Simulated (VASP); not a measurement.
Input of a VASP 6.6.1 run:

The input INCAR:

```
SYSTEM = CuH3
  PREC = Accurate
  ENCUT = 520
  EDIFF = 1E-7
  ISMEAR = 0
  SIGMA = 0.1
  LREAL = .False.
  LASPH = .True.
  NELM = 80
  ALGO = Normal
  ISIF = 2
  LWAVE = .False.
  LCHARG = .False.
  GGA = PE
  NBANDS = 15
```

The input KPOINTS:

```
Automatic mesh
0
Gamma
  16 16 16
  0 0 0
```

Contents of POSCAR:

```
CuH3
1.0
    2.7710740094      0.0000000000      0.0000000000
    0.0000000000      2.7710740094      0.0000000000
    0.0000000000      0.0000000000      2.7710740094
Cu H
1 3
Direct
    0.0000000000      0.0000000000      0.0000000000
    0.5000000000      0.5000000000      0.0000000000
    0.5000000000      0.0000000000      0.5000000000
    0.0000000000      0.5000000000      0.5000000000
```

Potentials or basis: VASP PAW PBE potentials, release 64 (Cu, H).

Launch:

```bash
$ cat potpaw_PBE.64/Cu/POTCAR potpaw_PBE.64/H/POTCAR > POTCAR
$ mpirun -np 1 vasp_std > vasp.out
```

(1) What does it give for the band gap on the k mesh?

(2) Predict the pressure.

## Answers

(1) zero (bands 7 and 8 overlap by 3.47 eV).

(2) -0.1 GPa.
